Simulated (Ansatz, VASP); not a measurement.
## One calculation of C, two programs

```xyz
4
Lattice="2.4559 0.0000 0.0000 -1.2279 2.1269 0.0000 0.0000 0.0000 7.2613" Properties=species:S:1:pos:R:3 pbc="T T T"
C     0.0000    0.0000    0.0182
C     0.0000    0.0000    3.6488
C     0.0000    1.4179    0.0182
C     1.2279    0.7090    3.6488
```

Change from the starting cell: strain +0.0300 x Voigt [0, 0, 1, 0, 0, 0], atoms carried along.

Alike in both runs: task single point; functional r2SCAN; k mesh 24 × 24 × 8; occupations gaussian, width 0.15 eV; no spin polarisation.

|  | VASP | Ansatz |
| --- | --- | --- |
| version | VASP 6.6.1 | Ansatz 0.2.0 |
| potentials or method | VASP PAW PBE potentials, release 64 (C), cutoff 520 eV | scalar-relativistic, plane waves, PAW |
| valence electrons in the cell | 16 | 16 |

VASP gave:

- gap on the k mesh at the Fermi level (eV): none
- pressure (GPa): 0.5
- traceless stress, the component that is largest in VASP (GPa): -1.09

Question: What did Ansatz give for the same quantities?

Answer: gap on the k mesh at the Fermi level (eV): none; pressure (GPa): -0.1; traceless stress, the component that is largest in VASP (GPa): -0.36.

VASP's potentials were made for PBE, not for r2SCAN. A gap of «none» marks a metal or a gap that the smearing closes.
